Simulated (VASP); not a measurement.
A run of VASP 6.6.1 is set up as follows.

File INCAR:

```
PREC = Accurate ; ENCUT = 520
EDIFF = 1E-6 ; ISMEAR = 0
SIGMA = 0.1 ; LREAL = False
LASPH = True ; NELM = 80
ALGO = Fast ; ISIF = 2
LWAVE = False ; LCHARG = True
LDIPOL = True ; IDIPOL = 3
DIPOL = 0.5 0.5 0.500 ; GGA = PS
LELF = True ; LVHAR = True
LVACPOTAV = True ; NBANDS = 40
```

File KPOINTS:

```
Automatic mesh
0
Gamma
  13 13 1
```

File POSCAR:

```
Nb
1.0
    2.8340200723      0.0000000000      0.0000000000
   -0.9446733574      2.6719397482      0.0000000000
    0.0000000000      0.0000000000     24.2558707973
Nb
5
Direct
    0.5000000000      0.5000000000      0.3092034940
    0.0000000000      0.0000000000      0.4046017470
    0.5000000000      0.5000000000      0.5000000000
    0.0000000000      0.0000000000      0.5953982530
    0.5000000000      0.5000000000      0.6907965060
```

Potentials or basis: VASP PAW PBE potentials, release 64 (Nb_sv).

Launch:

```sh
$ cat potpaw_PBE.64/Nb_sv/POTCAR > POTCAR
$ mpirun -np 1 vasp_std > vasp.out
```

(1) What does it give for the largest force?

(2) Estimate the band gap on the k mesh.

Answers

(1) 0.403 eV/Å.

(2) zero (an odd number of electrons rules out a gap without spin polarisation).

Caveat: the PAW data sets were made with another functional, which shifts forces and pressure a little.
